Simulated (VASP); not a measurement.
SrTl, 2 atoms in the cell. The structure is cubic, space group Pm-3m (No. 221). The conventional cell has a = 2.994 Å, b = 2.994 Å, c = 2.994 Å, α = 90.00°, β = 90.00°, γ = 90.00°. Within 3.4 Å of Sr (site symmetry m-3m) lie 8 Tl at 2.59 Å and 6 Sr at 2.99 Å. Within 3.4 Å of Tl (site symmetry m-3m) lie 8 Sr at 2.59 Å and 6 Tl at 2.99 Å.  This cell differs from its parent crystal: volume scaled by 0.4.

```yaml
Program: VASP 6.6.1
Task: single point
Functional: LDA
Potentials_or_basis: VASP PAW LDA potentials, release 64 (Sr_sv, Tl_d)
Cutoff: 520 eV
k_mesh: 9 × 9 × 9
Occupations: fermi-dirac, width 0.05 eV
Spin: no spin polarisation
Dipole_correction: no
Further_INCAR_settings: ALGO = Normal; EDIFF = 1e-07; NBANDS = 18
```

Potentials or basis: VASP PAW LDA potentials, release 64 (Sr_sv, Tl_d).

Launch:

```bash
$ cat potpaw_LDA.64/Sr_sv/POTCAR potpaw_LDA.64/Tl_d/POTCAR > POTCAR
$ mpirun -np 1 vasp_std > vasp.out
```

Hardware: 1 thread of Intel(R) Xeon(R) Platinum 8259CL CPU @ 2.50GHz (Skylake/Cascade Lake), on a shared host.

Question: How long does it take, and how much memory?

Answer: Wall time 9.1 s on 1 thread of Intel(R) Xeon(R) Platinum 8259CL CPU @ 2.50GHz (Skylake/Cascade Lake), with other jobs on the host, peak memory 0.14 GiB. Counts: scf iterations 14, k points 35.
